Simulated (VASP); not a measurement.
Pt2C: single point with PBE

Crystal: Pt2C.

```
CELL_PARAMETERS angstrom
0.00000 4.43557 4.43557
4.43557 0.00000 4.43557
4.43557 4.43557 0.00000
ATOMIC_POSITIONS crystal
Pt 0.62500 0.12500 0.62500
Pt 0.62500 0.62500 0.62500
Pt 0.12500 0.62500 0.62500
Pt 0.62500 0.62500 0.12500
C 0.50000 0.50000 0.50000
C 0.75000 0.75000 0.75000
```

```
Program             : VASP 6.6.1
Task                : single point
Functional          : PBE
Potentials or basis : VASP PAW PBE potentials, release 64 (Pt, C)
Cutoff              : 520 eV
k mesh              : 8 × 8 × 8
Occupations         : gaussian, width 0.1 eV
Spin                : no spin polarisation
```

The pressure is 0.2 GPa. The band gap on the k mesh is zero (band 24 reaches 1.44 eV, above the bottom of band 25 at 0.25 eV).

Levels at points of the mesh, in eV from the Fermi level:
```
           k point  band 21  band 22  band 23  band 24  band 25  band 26  band 27  band 28
(0.00, 0.00, 0.00)    -1.31    -1.31    -0.81    -0.81    -0.81     1.50     1.50     1.50
(0.50, 0.00, 0.00)    -1.34    -1.34    -0.82     0.38     0.38     0.85     0.85     1.72
(0.50, 0.50, 0.00)    -1.35    -1.35    -0.61    -0.61     0.18     0.18     2.12     2.12
```

Run time: 2 min on 1 thread of Intel(R) Xeon(R) 6975P-C (Granite Rapids), on a shared host, peak memory 0.38 GiB.

Caveat: spin-orbit coupling is left out, which moves the levels of the heavy elements.
